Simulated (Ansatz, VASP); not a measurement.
LaScSe2 in VASP and in Ansatz

```
Se La Sc
1.0
     3.92454    0.00000    0.00000
    -1.96227    3.39876    0.00000
     0.00000   -2.26584    7.42440
Se La Sc
2 1 1
Direct
  0.23220 0.46440 0.69660
  0.76780 0.53560 0.30340
  0.50000 0.00000 0.50000
  0.00000 0.00000 0.00000
```

Alike in both runs: task single point; functional PBE; k mesh 6 × 6 × 6; occupations methfessel-paxton of order 1, width 0.0704 eV; no spin polarisation.

|  | VASP | Ansatz |
| --- | --- | --- |
| version | VASP 6.6.1 | Ansatz 0.2.0 |
| potentials or method | VASP PAW PBE potentials, release 64 (Se, La, Sc_sv), cutoff 520 eV | PAW plane waves |
| valence electrons in the cell | 34 | 54 |

Ansatz gave:

- gap on the k mesh at the Fermi level (eV): none
- pressure (GPa): 13.6
- traceless stress, the component that is largest in VASP (GPa): -7.02
- rms of the force components (eV/Å): 1.911

Task: What did VASP give for the same quantities?

Result: gap on the k mesh at the Fermi level (eV): none; pressure (GPa): 13.7; traceless stress, the component that is largest in VASP (GPa): -7.00; rms of the force components (eV/Å): 1.910.

Atom by atom the forces differ by 0.002 eV/Å (rms over components). A gap of «none» marks a metal or a gap that the smearing closes. VASP's potentials hold 34 valence electrons a cell and Ansatz's 54, so a difference there can come from the potentials and not from the codes. Ansatz's warnings: structure snapped to symmetry.

Neither program's run includes spin-orbit coupling.
